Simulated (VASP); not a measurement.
Wanted: the native input for a VASP 6.6.1 run.

```yaml
Task: single point
Functional: PBE
Potentials_or_basis: VASP PAW PBE potentials, release 64 (Te, Pb_d)
Cutoff: 500 eV
k_mesh: 4 × 4 × 4
Occupations: tetrahedron
Spin: no spin polarisation
Dipole_correction: no
Further_INCAR_settings: ALGO = Normal; EDIFF = 1e-06; NBANDS = 17
```

The structure of TePb lies in POSCAR:

```
TePb
1.0
    0.0000000000      3.2708968051      3.2708968051
    3.2708968051      0.0000000000      3.2708968051
    3.2708968051      3.2708968051      0.0000000000
Te Pb
1 1
Direct
    0.0076431638     -0.0076431638      0.0076431638
    0.5000000000      0.5000000000      0.5000000000
```

One way to write it, as run:

INCAR

```
SYSTEM = TePb
  ALGO = Normal
  EDIFF = 1E-6
  ENCUT = 500
  GGA = PE
  GGA_COMPAT = .False.
  ISIF = 2
  ISMEAR = -5
  LASPH = .True.
  LCHARG = .False.
  LREAL = .False.
  LWAVE = .False.
  NBANDS = 17
  NELM = 120
  PREC = Accurate
  SIGMA = 0.1
```

KPOINTS

```
k-points
0
Gamma
  4 4 4
  0 0 0
```

Potentials or basis: VASP PAW PBE potentials, release 64 (Te, Pb_d).

Run with:

```console
$ cat potpaw_PBE.64/Te/POTCAR potpaw_PBE.64/Pb_d/POTCAR > POTCAR
$ mpirun -np 1 vasp_std > vasp.out
```

Results of the run:

```json
{
  "Pressure": "0.5 GPa",
  "Largest force": "0.020 eV/Å",
  "Band gap on the k mesh": "0.82 eV"
}
```

Caveat: spin-orbit coupling is left out, which moves the levels of the heavy elements.

It took 28 s on 1 thread of Intel Xeon 8259CL, with other jobs on the host, peak memory 0.2 GiB.
